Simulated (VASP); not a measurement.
# GaAs (F-43m) in VASP: further runs

The runs below take GaAs through relaxation of cell and atoms, single point, with LDA.

Program: VASP 6.6.1. These are calculated values, not measurements. Logs are shortened: lines on timing, memory, paths and dates and some standing lists are left out, and cuts for length are marked.

## (1) The cell of the first run

Symmetry: F-43m, No. 216, cubic system. Conventional cell: a = 5.603 Å, b = 5.603 Å, c = 5.603 Å, α = 90.00°, β = 90.00°, γ = 90.00°. Ga (site symmetry -43m) has 4 As at 2.43 Å within 3.2 Å. Within 3.2 Å of As (site symmetry -43m) lie 4 Ga at 2.43 Å.

## (2) Relaxation of cell and atoms, LDA

Contents of INCAR:

```
SYSTEM = GaAs
  ALGO = Normal
  EDIFF = 1E-6
  EDIFFG = -0.002
  ENCUT = 600
  GGA = CA
  IBRION = 2
  ISIF = 3
  ISMEAR = 0
  LASPH = .TRUE.
  LCHARG = .FALSE.
  LREAL = .FALSE.
  LWAVE = .FALSE.
  NELM = 60
  NSW = 100
  PREC = Accurate
  SIGMA = 0.02
```

Contents of KPOINTS:

```
k-points
0
G
  10 10 10
  0 0 0
```

Contents of POSCAR:

```
GaAs
1.0
    0.0000000000      2.8015378572      2.8015378572
    2.8015378572      0.0000000000      2.8015378572
    2.8015378572      2.8015378572      0.0000000000
Ga As
1 1
Direct
    0.0000000000      0.0000000000      0.0000000000
    0.7500000000      0.7500000000      0.7500000000
```

Potentials or basis: VASP PAW LDA potentials, release 64 (Ga_d, As).

Run with:

```console
cat potpaw_LDA.64/Ga_d/POTCAR potpaw_LDA.64/As/POTCAR > POTCAR
mpirun -np 1 vasp_std > vasp.out
```

OUTCAR:

```text
SYSTEM = GaAs
   EDIFF = 1E-6
   EDIFFG = -0.002
   ENCUT = 600
   GGA = CA
   IBRION = 2
   ISIF = 3
   ISMEAR = 0
   LASPH = .TRUE.
   LREAL = .FALSE.
   NELM = 60
   NSW = 100
   PREC = Accurate

 ion  position               nearest neighbor table
   1  0.000  0.000  0.000-   2 2.43   2 2.43   2 2.43   2 2.43
   2  0.750  0.750  0.750-   1 2.43   1 2.43   1 2.43   1 2.43

  LATTYP: Found a face centered cubic cell.
 ALAT       =     5.6030757144

  Lattice vectors:

 A1 = (   0.0000000000,   2.8015378572,   2.8015378572)
 A2 = (   2.8015378572,   0.0000000000,   2.8015378572)
 A3 = (   2.8015378572,   2.8015378572,   0.0000000000)

Analysis of symmetry for initial positions (statically):
=====================================================================
 Subroutine PRICEL returns:
 Original cell was already a primitive cell.

 Routine SETGRP: Setting up the symmetry group for a
 face centered cubic supercell.

 Subroutine GETGRP returns: Found 24 space group operations
 (whereof 24 operations were pure point group operations)
 out of a pool of 48 trial point group operations.

The static configuration has the point symmetry T_d .

Analysis of symmetry for dynamics (positions and initial velocities):
=====================================================================
 Subroutine PRICEL returns:
 Original cell was already a primitive cell.

 Routine SETGRP: Setting up the symmetry group for a
 face centered cubic supercell.

 Subroutine GETGRP returns: Found 24 space group operations
 (whereof 24 operations were pure point group operations)
 out of a pool of 48 trial point group operations.

The dynamic configuration has the point symmetry T_d .

 Subroutine INISYM returns: Found 24 space group operations
 (whereof 24 operations are pure point group operations),
 and found     1 'primitive' translations

----------------------------------------------------------------------------------------

                                     Primitive cell

  volume of cell :      43.9764

  direct lattice vectors                    reciprocal lattice vectors
     0.000000000  2.801537857  2.801537857    -0.178473405  0.178473405  0.178473405
     2.801537857  0.000000000  2.801537857     0.178473405 -0.178473405  0.178473405
     2.801537857  2.801537857  0.000000000     0.178473405  0.178473405 -0.178473405

  length of vectors
     3.961972833  3.961972833  3.961972833     0.309125005  0.309125005  0.309125005

  position of ions in fractional coordinates (direct lattice)
     0.000000000  0.000000000  0.000000000
     0.750000000  0.750000000  0.750000000

  ion indices of the primitive-cell ions
   primitive index   ion index
                 1           1
                 2           2
[... 67 lines left out ...]
   LNONCOLLINEAR =      F non collinear calculations
   LSORBIT =      F    spin-orbit coupling
   LASPH  =      T    aspherical Exc in radial PAW
   ENCUT  =  600.0 eV  44.10 Ry    6.64 a.u.   7.91  7.91  7.91*2*pi/ulx,y,z
   NELM   =     60;   NELMIN=  2; NELMDL= -5     # of ELM steps
   EDIFF  = 0.1E-05   stopping-criterion for ELM
   LREAL  =      F    real-space projection
   EDIFFG = -.2E-02   stopping-criterion for IOM
   NSW    =    100    number of steps for IOM
   IBRION =      2    ionic relax: 0-MD 1-quasi-New 2-CG
   NFREE  =      1    steps in history (QN), initial steepest desc. (CG)
   ISIF   =      3    stress and relaxation
   ISYM   =      2    0-nonsym 1-usesym 2-fastsym
   POTIM  = 0.5000    time-step for ionic-motion
   TEBEG  =    0.0;   TEEND  =   0.0 temperature during run
   PSTRESS=    0.0 pullay stress
   NELECT =      18.0000    total number of electrons
   NUPDOWN=      -1.0000    fix difference up-down
   EMIN   =  10.00;   EMAX   =-10.00  energy-range for DOS
   EFERMI =   0.00;   METHOD = LEGACY
   ISMEAR =     0;   SIGMA  =   0.02  broadening in eV -4-tet -1-fermi 0-gaus
   EFERMI_NEDOS =   21; number of points for ismear=-14 and -15
   IALGO  =     38    algorithm
   IMIX   =      4    mixing-type and parameters
     AMIX     =   0.40;   BMIX     =  1.00
     AMIX_MAG =   1.60;   BMIX_MAG =  1.00
  volume/ion in A,a.u.               =      21.99       148.38
  Fermi-wavevector in a.u.,A,eV,Ry     =   1.215512  2.296984 20.102185  1.477469
  Thomas-Fermi vector in A             =   2.350896
   LORBIT       =      0    0 simple, 1 ext, 2 COOP (PROOUT), +10 PAW based schemes
   GGA     = CA    functional components
   LHFCALC =     F    Hartree Fock is set to
   AEXX    =    0.0000 exact exchange contribution
   IVDW    =     0    specifies the selected vdW correction
   LEPSILON=     F    determine dielectric tensor
   LRPA    =     F    only Hartree local field effects (RPA)
 conjugate gradient relaxation of ions
 non-spin polarized calculation
 Gauss-broadening in eV      SIGMA  =   0.02
  energy-cutoff  :      600.00
  volume of cell :       43.98
 maximum number of plane-waves:      1479
   NGX = 15   NGY = 15   NGZ = 15

--------------------------------------- Ionic step        1  -------------------------------------------

 number of electron      18.0000004 magnetization

 Free energy of the ion-electron system (eV)
  ---------------------------------------------------
  ext. energy  EPLUGINS =         0.00000000
  ---------------------------------------------------
  free energy    TOTEN  =        -9.64088792 eV

  energy without entropy =       -9.64088792  energy(sigma->0) =       -9.64088792

 E-fermi :   4.1576     XC(G=0): -10.0319

 val. band max:        4.0616350379   @ k =   0.0000   0.0000   0.0000
 cond. band min:       4.5979676667   @ k =   0.0000   0.0000   0.0000
 fundamental gap:      0.5363326288
 Fermi energy:         4.1576010525

 k-point     1 :       0.0000    0.0000    0.0000
  band No.  band energies     occupation
      1     -10.9180      2.00000
      2     -10.9180      2.00000
      3     -10.9180      2.00000
      4     -10.8332      2.00000
      5     -10.8332      2.00000
      6      -8.8994      2.00000
      7       4.0616      2.00000
      8       4.0616      2.00000
      9       4.0616      2.00000
     10       4.5980      0.00000
     11       7.7421      0.00000
     12       7.7421      0.00000
     13       7.7421      0.00000
[... 439 lines left out ...]
--------------------------------------- Ionic step        3  -------------------------------------------

 number of electron      18.0000006 magnetization

 Free energy of the ion-electron system (eV)
  ---------------------------------------------------
  ext. energy  EPLUGINS =         0.00000000
  ---------------------------------------------------
  free energy    TOTEN  =        -9.64105499 eV

  energy without entropy =       -9.64105499  energy(sigma->0) =       -9.64105499

 E-fermi :   4.1026     XC(G=0): -10.0140

 val. band max:        4.0221786112   @ k =   0.0000   0.0000   0.0000
 cond. band min:       4.5278473215   @ k =   0.0000   0.0000   0.0000
 fundamental gap:      0.5056687103
 Fermi energy:         4.1025798909

 k-point     1 :       0.0000    0.0000    0.0000
  band No.  band energies     occupation
      1     -10.9494      2.00000
      2     -10.9494      2.00000
      3     -10.9494      2.00000
      4     -10.8656      2.00000
      5     -10.8656      2.00000
      6      -8.9090      2.00000
      7       4.0222      2.00000
      8       4.0222      2.00000
      9       4.0222      2.00000
     10       4.5278      0.00000
     11       7.7017      0.00000
     12       7.7017      0.00000
     13       7.7017      0.00000
[... 397 lines left out ...]
  FREE ENERGIE OF THE ION-ELECTRON SYSTEM (eV)
  ---------------------------------------------------
  free  energy   TOTEN  =        -9.6410549929 eV

  energy  without entropy=       -9.6410549929  energy(sigma->0) =       -9.64105499

 reached required accuracy - stopping structural energy minimisation
```

OSZICAR:

```text
N       E                     dE             d eps       ncg     rms          rms(c)
DAV:   1     0.867321033287E+02    0.86732E+02   -0.98820E+03  1230   0.213E+03
DAV:   2    -0.286790515261E+01   -0.89600E+02   -0.86744E+02  1328   0.357E+02
DAV:   3    -0.974965384402E+01   -0.68817E+01   -0.68413E+01  1537   0.796E+01
[... 20 lines left out ...]
DAV:   2    -0.964116623171E+01    0.40078E-03   -0.74396E-04  1522   0.673E-01    0.587E-02
DAV:   3    -0.964106598637E+01    0.10025E-03   -0.11836E-04  1612   0.227E-01    0.133E-02
DAV:   4    -0.964105644992E+01    0.95364E-05   -0.10741E-05  1430   0.508E-02    0.452E-03
DAV:   5    -0.964105501980E+01    0.14301E-05   -0.68005E-07   611   0.133E-02    0.981E-04
DAV:   6    -0.964105499287E+01    0.26927E-07   -0.14206E-07   611   0.549E-03
   3 F= -.96410550E+01 E0= -.96410550E+01  d E =-.167069E-03
```

Run time: 69 s. Hardware: 1 thread of Intel Xeon 8259CL, shared host; peak memory 0.18 GiB.

Results:

```
Free energy                           : -9.6411 eV
Relaxed volume                        : 22.08 Å³/atom
Relaxed cell                          : a = 3.967 Å, b = 3.967 Å, c = 3.967 Å, α = 60.00°, β = 60.00°, γ = 60.00°
Space group after relaxing (to 0.1 Å) : F-43m (No. 216)
Energy gained by relaxing             : 0.1 meV/atom
Ionic steps                           : 3
Pressure after relaxing               : 0.0 GPa
Band gap on the k mesh                : 0.51 eV
```

The path:
| step | energy change (eV) | largest force (eV/Å) | pressure (GPa) | volume (Å³) |
| --- | --- | --- | --- | --- |
| 1 | 0.0000 | 0.0000 | 0.29 | 43.98 |
| 2 | -0.0001 | 0.0000 | -0.20 | 44.23 |
| 3 | -0.0002 | 0.0000 | 0.01 | 44.15 |

Final structure:
```yaml
crystal:
  lattice:
    - [0.00000, 2.80530, 2.80530]
    - [2.80530, 0.00000, 2.80530]
    - [2.80530, 2.80530, 0.00000]
  atoms:
    - { symbol: Ga, position: [0.00000, 0.00000, 0.00000] }
    - { symbol: As, position: [0.75000, 0.75000, 0.75000] }
```

Levels at points of the mesh, in eV from the valence-band top:
| k point | band 7 | band 8 | band 9 | band 10 | band 11 | band 12 |
| --- | --- | --- | --- | --- | --- | --- |
| (0.00, 0.00, 0.00) | 0.00 | 0.00 | 0.00 | 0.51 | 3.68 | 3.68 |
| (0.50, 0.00, 0.00) | -6.82 | -1.18 | -1.18 | 0.93 | 4.59 | 4.59 |
| (0.50, 0.50, 0.00) | -6.98 | -2.77 | -2.77 | 1.30 | 1.54 | 10.23 |

A k mesh can miss the band edges.

## (3) Relaxation of cell and atoms, LDA

Contents of INCAR:

```
  PREC = Accurate
  ENCUT = 600
  EDIFF = 1E-6
  ISMEAR = 0
  SIGMA = 0.01
  LREAL = F
  LASPH = T
  NELM = 60
  ALGO = Normal
  ISIF = 3
  LWAVE = F
  LCHARG = F
  IBRION = 2
  NSW = 80
  EDIFFG = -0.001
```

Contents of KPOINTS:

```
regular mesh
0
Gamma
  12 12 12
```

POSCAR is that of step 2.

Potentials or basis: VASP PAW LDA potentials, release 64 (Ga_d, As).

Run with:

```console
cat potpaw_LDA.64/Ga_d/POTCAR potpaw_LDA.64/As/POTCAR > POTCAR
mpirun -np 1 vasp_std > vasp.out
```

Run time: 2.6 min. Hardware: 1 thread of Intel Xeon 8259CL, shared host; peak memory 0.2 GiB.

The run converged. Its results:

* Free energy: -9.6421 eV
* Relaxed volume: 22.07 Å³/atom
* Relaxed cell: a = 3.967 Å, b = 3.967 Å, c = 3.967 Å, α = 60.00°, β = 60.00°, γ = 60.00°
* Space group after relaxing (to 0.1 Å): F-43m (No. 216)
* Energy gained by relaxing: 0.1 meV/atom
* Ionic steps: 7
* Pressure after relaxing: 0.0 GPa
* Band gap on the k mesh: 0.51 eV

Step by step:
```csv
step,energy change (eV),largest force (eV/Å),pressure (GPa),volume (Å³)
1,0.0000,0.0000,0.30,43.98
2,-0.0001,0.0000,-0.20,44.24
3,-0.0002,0.0000,0.01,44.16
4,-0.0002,0.0000,-0.05,44.16
5,-0.0002,0.0000,0.09,44.12
6,-0.0002,0.0000,-0.01,44.15
7,-0.0002,0.0000,0.00,44.15
```

Final structure:
```cif
data_structure
_symmetry_space_group_name_H-M 'P 1'
_symmetry_Int_Tables_number 1
_cell_length_a 3.9671
_cell_length_b 3.9671
_cell_length_c 3.9671
_cell_angle_alpha 60.000
_cell_angle_beta 60.000
_cell_angle_gamma 60.000
_cell_volume 44.15
loop_
_atom_site_label
_atom_site_type_symbol
_atom_site_fract_x
_atom_site_fract_y
_atom_site_fract_z
_atom_site_occupancy
Ga1 Ga 0.00000 0.00000 0.00000 1
As1 As 0.75000 0.75000 0.75000 1
```

Levels at points of the mesh, in eV from the valence-band top:
| k point | band 6 | band 7 | band 8 | band 9 | band 10 | band 11 | band 12 | band 13 |
| --- | --- | --- | --- | --- | --- | --- | --- | --- |
| (0.00, 0.00, 0.00) | -12.93 | 0.00 | 0.00 | 0.00 | 0.51 | 3.68 | 3.68 | 3.68 |
| (0.50, 0.00, 0.00) | -11.10 | -6.82 | -1.18 | -1.18 | 0.93 | 4.59 | 4.59 | 7.59 |
| (0.50, 0.50, 0.00) | -10.32 | -6.98 | -2.77 | -2.77 | 1.30 | 1.54 | 10.23 | 10.23 |

A k mesh can miss the band edges.

## (4) Single point, LDA

This run uses another cell than the first one, of 23.77 Å³/atom.

Contents of INCAR:

```
SYSTEM = GaAs
PREC = Accurate
ENCUT = 520
EDIFF = 1E-6
ISMEAR = 0
SIGMA = 0.1
LREAL = .False.
LASPH = .True.
NELM = 100
ALGO = Normal
ISIF = 2
LWAVE = .False.
LCHARG = .True.
LELF = .True.
LVHAR = .True.
NBANDS = 16
```

Contents of KPOINTS:

```
regular mesh
0
Gamma
  6 6 6
  0 0 0
```

Contents of POSCAR:

```
GaAs
1.0
    0.0000000000      2.8750910500      2.8750910500
    2.8750910500      0.0000000000      2.8750910500
    2.8750910500      2.8750910500      0.0000000000
Ga As
1 1
Direct
    0.0000000000      0.0000000000      0.0000000000
    0.7500000000      0.7500000000      0.7500000000
```

Run with:

```console
cat potpaw_LDA.64/Ga_d/POTCAR potpaw_LDA.64/As/POTCAR > POTCAR
mpirun -np 1 vasp_std > vasp.out
```

Wall time 21 s (1 thread of Intel Xeon 8259CL, shared host); peak memory 0.15 GiB.

Results (log left out):

```
Free energy            : -9.5635 eV
Pressure               : -4.5 GPa
Band gap on the k mesh : zero (filled and empty bands touch)
```

Levels at points of the mesh, in eV from the Fermi level:
| k point | band 7 | band 8 | band 9 | band 10 | band 11 | band 12 |
| --- | --- | --- | --- | --- | --- | --- |
| (0.00, 0.00, 0.00) | -0.08 | -0.04 | -0.04 | -0.04 | 3.61 | 3.61 |
| (0.50, 0.00, 0.00) | -6.47 | -1.11 | -1.11 | 0.68 | 4.51 | 4.51 |
| (0.50, 0.50, 0.00) | -6.69 | -2.56 | -2.56 | 1.39 | 1.53 | 9.60 |

Caveat: the cell stands under tension; semilocal functionals underestimate gaps, so a narrow gap can read as zero.

## (5) Single point, LDA

Contents of INCAR:

```
PREC = Accurate
ENCUT = 520
EDIFF = 1E-6
ISMEAR = 0
SIGMA = 0.1
LREAL = False
LASPH = True
NELM = 60
ALGO = Normal
ISIF = 2
LWAVE = False
LCHARG = False
GGA = CA
NBANDS = 16
```

Contents of KPOINTS:

```
regular mesh
0
Gamma
  10 10 10
```

Contents of POSCAR:

```
GaAs
1.0
    0.0000000000      2.8015378569      2.8015378569
    2.8015378569      0.0000000000      2.8015378569
    2.8015378569      2.8015378569      0.0000000000
Ga As
1 1
Direct
    0.0000000000      0.0000000000      0.0000000000
    0.7500000000      0.7500000000      0.7500000000
```

Run with:

```console
cat potpaw_LDA.64/Ga_d/POTCAR potpaw_LDA.64/As/POTCAR > POTCAR
mpirun -np 1 vasp_std > vasp.out
```

It took 42 s on 1 thread of Intel Xeon 8259CL, shared host; peak memory 0.17 GiB.

Results (log left out):

| Quantity | Value |
| --- | --- |
| Free energy | -9.6410 eV |
| Pressure | 0.3 GPa |
| Band gap on the k mesh | 0.54 eV |

Levels at points of the mesh, in eV from the valence-band top:
```csv
k point,band 7,band 8,band 9,band 10,band 11,band 12
"(0.00, 0.00, 0.00)",0.00,0.00,0.00,0.54,3.68,3.68
"(0.50, 0.00, 0.00)",-6.84,-1.19,-1.19,0.94,4.59,4.59
"(0.50, 0.50, 0.00)",-7.00,-2.79,-2.79,1.29,1.54,10.26
```

## (6) Summary

```tsv
task	cell	k mesh	cutoff (eV)	smearing	gap on the mesh (eV)	pressure (GPa)	relaxed volume (Å³/atom)
relaxation of cell and atoms	relaxed from a = 3.962 Å, angles 60.0°, 2 atoms	10 × 10 × 10	600	gaussian 0.02 eV	0.51	0.0	22.08
relaxation of cell and atoms	relaxed from a = 3.962 Å, angles 60.0°, 2 atoms	12 × 12 × 12	600	gaussian 0.01 eV	0.51	0.0	22.07
single point	a = 4.066 Å, angles 60.0°, 2 atoms	6 × 6 × 6	520	gaussian 0.1 eV	none	-4.5	-
single point	a = 3.962 Å, angles 60.0°, 2 atoms	10 × 10 × 10	520	gaussian 0.1 eV	0.54	0.3	-
```

Alike in all rows: level LDA; potentials or basis VASP PAW LDA potentials, release 64 (Ga_d, As); no spin polarisation.

Caveats: the cell stands under tension (at least some runs); semilocal functionals underestimate gaps, so a narrow gap can read as zero (at least some runs).

Absolute energies hang on the potentials; compare differences alone.
